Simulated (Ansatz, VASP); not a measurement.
C in VASP and in Ansatz

```
C
1.0
     2.51802    0.00000    0.00000
    -1.25901    2.18067    0.00000
     0.00000    0.00000    8.30459
C
8
Direct
  0.98046 0.93735 0.09044
  0.96921 0.04410 0.58713
  0.01248 0.01755 0.41122
  0.05740 0.00558 0.91258
  0.32206 0.67656 0.16925
  0.65546 0.33841 0.64491
  0.30525 0.63351 0.34420
  0.69767 0.34694 0.84027
```

Change from the starting cell: all atoms moved at random (sigma 0.1 Å a component).

Alike in both runs: task single point; functional PBE; k mesh 12 × 12 × 4; occupations gaussian, width 0.05 eV; no spin polarisation.

```csv
,VASP,Ansatz
version,VASP 6.6.1,Ansatz 0.2.0
potentials or method,"VASP PAW PBE potentials, release 64 (C), cutoff 520 eV","scalar-relativistic, plane waves, PAW"
valence electrons in the cell,32,32
```

```csv
,VASP,Ansatz,Ansatz less VASP
gap on the k mesh at the Fermi level (eV),1.88,1.89,+0.006
least direct gap on the mesh (eV),1.98,1.98,+0.002
pressure (GPa),8.8,8.1,-0.65
"traceless stress, the component that is largest in VASP (GPa)",-3.11,-3.02,+0.084
rms of the force components (eV/Å),2.834,2.822,-0.0119
```

Atom by atom the forces differ by 0.015 eV/Å (rms over components). With one functional, cell and mesh, what is left measures potentials, basis and numerics.
